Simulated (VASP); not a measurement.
# Y (Pm-3m) in VASP: notebook, part 2 of 2

VASP 6.6.1.

## 4. Relaxation of cell and atoms, LDA, target pressure 20 GPa, at which the enthalpy is minimised

This run uses another cell than the first one, of 36.26 Å³/atom, 1.175 times its volume.

File INCAR:

```
SYSTEM = Y
PREC     = Accurate       ! precision mode
ENCUT    = 600            ! plane-wave cutoff, eV
EDIFF    = 1E-6           ! SCF threshold, eV
ISMEAR   = 1              ! smearing method
SIGMA    = 0.1            ! smearing width, eV
LREAL    = .FALSE.        ! projectors in reciprocal space
LASPH    = .TRUE.         ! aspherical terms in the spheres
NELM     = 100            ! most SCF steps
ALGO     = Normal         ! electronic algorithm
ISIF     = 3              ! what is computed and relaxed
LWAVE    = .FALSE.        ! write WAVECAR
LCHARG   = .FALSE.        ! write CHGCAR
GGA      = CA             ! functional
IBRION   = 2              ! ionic algorithm
NSW      = 80             ! ionic steps
EDIFFG   = -0.03          ! ionic threshold
PSTRESS  = 200.0
```

File KPOINTS:

```
Automatic mesh
0
G
  7 7 7
  0 0 0
```

File POSCAR:

```
Y
1.0
    3.3100000000      0.0000000000      0.0000000000
    0.0000000000      3.3100000000      0.0000000000
    0.0000000000      0.0000000000      3.3100000000
Y
1
Direct
    0.0000000000      0.0000000000      0.0000000000
```

Potentials or basis: VASP PAW LDA potentials, release 64 (Y_sv).

Started as:

```sh
cat potpaw_LDA.64/Y_sv/POTCAR > POTCAR
mpirun -np 1 vasp_std > vasp.out
```

OUTCAR:

```text
SYSTEM = Y
   PREC = Accurate
   ENCUT = 600
   EDIFF = 1E-6
   ISMEAR = 1
   LREAL = .FALSE.
   LASPH = .TRUE.
   NELM = 100
   ISIF = 3
   GGA = CA
   IBRION = 2
   NSW = 80
   EDIFFG = -0.03
   PSTRESS = 200.0

 ion  position               nearest neighbor table
   1  0.000  0.000  0.000-

  LATTYP: Found a simple cubic cell.
 ALAT       =     3.3100000000

  Lattice vectors:

 A1 = (   3.3100000000,   0.0000000000,   0.0000000000)
 A2 = (   0.0000000000,   3.3100000000,   0.0000000000)
 A3 = (   0.0000000000,   0.0000000000,   3.3100000000)

Analysis of symmetry for initial positions (statically):
=====================================================================
 Subroutine PRICEL returns:
 Original cell was already a primitive cell.

 Routine SETGRP: Setting up the symmetry group for a
 simple cubic supercell.

 Subroutine GETGRP returns: Found 48 space group operations
 (whereof 48 operations were pure point group operations)
 out of a pool of 48 trial point group operations.

The static configuration has the point symmetry O_h .

Analysis of symmetry for dynamics (positions and initial velocities):
=====================================================================
 Subroutine PRICEL returns:
 Original cell was already a primitive cell.

 Routine SETGRP: Setting up the symmetry group for a
 simple cubic supercell.

 Subroutine GETGRP returns: Found 48 space group operations
 (whereof 48 operations were pure point group operations)
[... 133 lines left out ...]
   NGX = 13   NGY = 13   NGZ = 13

--------------------------------------- Ionic step        1  -------------------------------------------

 number of electron      10.9999999 magnetization

 Free energy of the ion-electron system (eV)
  ---------------------------------------------------
  ext. energy  EPLUGINS =         0.00000000
  ---------------------------------------------------
  free energy    TOTEN  =        -6.08740755 eV

  energy without entropy =       -6.08438267  energy(sigma->0) =       -6.08639925

 E-fermi :   2.3020     XC(G=0):  -9.2041

 val. band max:        2.2655271936   @ k =   0.1429   0.1429   0.0000
 cond. band min:       2.3032100754   @ k =   0.2857   0.1429   0.0000
 fundamental gap:      0.0376828819
 Fermi energy:         2.3019758603

 k-point     1 :       0.0000    0.0000    0.0000
  band No.  band energies     occupation
      1     -40.5082      2.00000
      2     -20.3011      2.00000
      3     -20.3011      2.00000
      4     -20.3011      2.00000
      5      -2.0576      2.00000
      6       1.7261      2.00000
      7       1.7261      2.00000
      8       7.2603      0.00000
      9       7.2603      0.00000
[... 373 lines left out ...]
--------------------------------------- Ionic step        5  -------------------------------------------

 number of electron      11.0000000 magnetization

 Free energy of the ion-electron system (eV)
  ---------------------------------------------------
  ext. energy  EPLUGINS =         0.00000000
  ---------------------------------------------------
  free energy    TOTEN  =        -5.72763692 eV

  energy without entropy =       -5.72393471  energy(sigma->0) =       -5.72640285

 E-fermi :   5.0646     XC(G=0): -11.3115

 val. band max:        5.0522165276   @ k =   0.4286   0.2857   0.2857
 cond. band min:       5.0979606993   @ k =   0.4286   0.4286   0.2857
 fundamental gap:      0.0457441716
 Fermi energy:         5.0646399734

 k-point     1 :       0.0000    0.0000    0.0000
  band No.  band energies     occupation
      1     -37.2470      2.00000
      2     -16.0780      2.00000
      3     -16.0780      2.00000
      4     -16.0780      2.00000
      5       0.4083      2.00000
      6       3.6445      2.00000
      7       3.6445      2.00000
      8      13.3648      0.00000
      9      13.3648      0.00000
[... 258 lines left out ...]
  energy  without entropy=       -5.7239347078  energy(sigma->0) =       -5.72640285

  enthalpy is  TOTEN    =        -3.0012465395 eV   P V=        2.7263903801

 reached required accuracy - stopping structural energy minimisation
```

OSZICAR:

```text
N       E                     dE             d eps       ncg     rms          rms(c)
DAV:   1     0.227014134185E+02    0.22701E+02   -0.61187E+03   360   0.121E+03
DAV:   2    -0.524022075277E+01   -0.27942E+02   -0.27481E+02   455   0.176E+02
DAV:   3    -0.631496771973E+01   -0.10747E+01   -0.10490E+01   529   0.237E+01
[... 52 lines left out ...]
DAV:   3    -0.572586156379E+01    0.28359E-02   -0.18610E-02   527   0.888E-01    0.236E-01
DAV:   4    -0.572678421137E+01   -0.92265E-03   -0.54153E-04   481   0.207E-01    0.115E-01
DAV:   5    -0.572728843534E+01   -0.50422E-03   -0.34325E-04   545   0.981E-02    0.919E-02
DAV:   6    -0.572763682264E+01   -0.34839E-03   -0.56635E-04   560   0.179E-01    0.865E-03
DAV:   7    -0.572763691957E+01   -0.96935E-07   -0.71055E-06   345   0.196E-02
   5 F= -.30012465E+01 E0= -.30000125E+01  d E =-.144076E+01
```

CONTCAR:

```text
Y
   1.00000000000000
     2.7952642864764714    0.0000000000000000    0.0000000000000000
     0.0000000000000000    2.7952642864764714    0.0000000000000000
    -0.0000000000000000   -0.0000000000000000    2.7952642864764714
  Y
     1
Direct
     0.0000000000000000    0.0000000000000000    0.0000000000000000

  0.00000000E+00  0.00000000E+00  0.00000000E+00
```

Wall time 38 s (1 thread of Intel Xeon 6975P-C, shared host); peak memory 0.18 GiB.

Results:

| Property | Result |
| --- | --- |
| Free energy | -5.7276 eV |
| Relaxed volume | 21.84 Å³/atom |
| Relaxed cell | a = 2.795 Å, b = 2.795 Å, c = 2.795 Å, α = 90.00°, β = 90.00°, γ = 90.00° |
| Space group after relaxing (to 0.05 Å) | Pm-3m (No. 221) |
| Energy change on relaxing (the enthalpy is what falls) | +359.8 meV/atom |
| Ionic steps | 5 |
| Pressure after relaxing | 19.9 GPa |

Step by step:
```
step  energy change (eV)  largest force (eV/Å)  pressure (GPa)  volume (Å³)
   1              0.0000                0.0000           -3.99        36.26
   2              2.5655                0.0000          104.29        14.58
   3              0.2815                0.0000           17.57        22.51
   4              0.3255                0.0000           18.94        22.12
   5              0.3598                0.0000           19.91        21.84
```

Final structure:
```
CELL_PARAMETERS angstrom
2.79526 0.00000 0.00000
0.00000 2.79526 0.00000
0.00000 0.00000 2.79526
ATOMIC_POSITIONS crystal
Y 0.00000 0.00000 0.00000
```

Caveat: the cell is relaxed towards a set pressure, so the enthalpy falls and the energy may rise; the volume moved by over 15 % at a fixed basis, so the end points are rough.

## 5. Relaxation of cell and atoms, LDA, target pressure 40 GPa, at which the enthalpy is minimised

This run uses another cell than the first one, of 36.26 Å³/atom, 1.175 times its volume.

File INCAR:

```
ALGO = Normal
EDIFF = 1E-6
EDIFFG = -0.03
ENCUT = 600
IBRION = 2
ISIF = 3
ISMEAR = 1
LASPH = True
LCHARG = False
LREAL = False
LWAVE = False
NELM = 60
NSW = 80
PREC = Accurate
PSTRESS = 400.0
SIGMA = 0.1
```

File KPOINTS:

```
k-points
0
Gamma
  7 7 7
```

POSCAR is that of step 4.

Started as:

```sh
cat potpaw_LDA.64/Y_sv/POTCAR > POTCAR
mpirun -np 1 vasp_std > vasp.out
```

It took 72 s on 1 thread of Intel Xeon 6975P-C, shared host; peak memory 0.27 GiB.

The run converged. Its results:

```
Free energy                                            : -5.1433 eV
Relaxed volume                                         : 18.49 Å³/atom
Relaxed cell                                           : a = 2.644 Å, b = 2.644 Å, c = 2.644 Å, α = 90.00°, β = 90.00°, γ = 90.00°
Space group after relaxing (to 0.05 Å)                 : Pm-3m (No. 221)
Energy change on relaxing (the enthalpy is what falls) : +944.1 meV/atom
Ionic steps                                            : 7
Pressure after relaxing                                : 39.9 GPa
```

Step by step:
| step | energy change (eV) | largest force (eV/Å) | pressure (GPa) | volume (Å³) |
| --- | --- | --- | --- | --- |
| 1 | 0.0000 | 0.0000 | -3.99 | 36.26 |
| 2 | 47.9826 | 0.0000 | 3381.75 | 5.09 |
| 3 | -0.0744 | 0.0000 | -1.17 | 31.97 |
| 4 | -0.0651 | 0.0000 | 2.40 | 28.91 |
| 5 | 1.1785 | 0.0000 | 48.73 | 17.64 |
| 6 | 0.8601 | 0.0000 | 36.70 | 18.84 |
| 7 | 0.9441 | 0.0000 | 39.86 | 18.49 |

Final structure:
```
CELL_PARAMETERS angstrom
2.64419 0.00000 0.00000
0.00000 2.64419 0.00000
0.00000 0.00000 2.64419
ATOMIC_POSITIONS crystal
Y 0.00000 0.00000 0.00000
```

Levels at points of the mesh, in eV from the Fermi level:
| k point | band 2 | band 3 | band 4 | band 5 | band 6 | band 7 | band 8 | band 9 |
| --- | --- | --- | --- | --- | --- | --- | --- | --- |
| (0.00, 0.00, 0.00) | -20.54 | -20.54 | -20.54 | -4.27 | -1.76 | -1.76 | 9.82 | 9.82 |

Caveat: the cell is relaxed towards a set pressure, so the enthalpy falls and the energy may rise; the volume moved by over 15 % at a fixed basis, so the end points are rough.

## 6. The runs side by side

```tsv
task	cell	cutoff (eV)	gap on the mesh (eV)	pressure (GPa)
single point	a = 3.137 Å, 1 atom	520	none	-0.1
relaxation of cell and atoms	relaxed from a = 3.310 Å, 1 atom	600	none	-0.1
relaxation of cell and atoms	relaxed to 20 GPa from a = 3.310 Å, 1 atom	600	none	19.9
relaxation of cell and atoms	relaxed to 40 GPa from a = 3.310 Å, 1 atom	600	none	39.9
```

Alike in all rows: level LDA; potentials or basis VASP PAW LDA potentials, release 64 (Y_sv); no spin polarisation; k mesh 7 × 7 × 7; smearing methfessel-paxton 0.1 eV.

Caveats: the cell is relaxed towards a set pressure, so the enthalpy falls and the energy may rise (some runs); the volume moved by over 15 % at a fixed basis, so the end points are rough (some runs).

Total energies depend on the potentials used, so only differences within one code and one set of settings carry meaning.
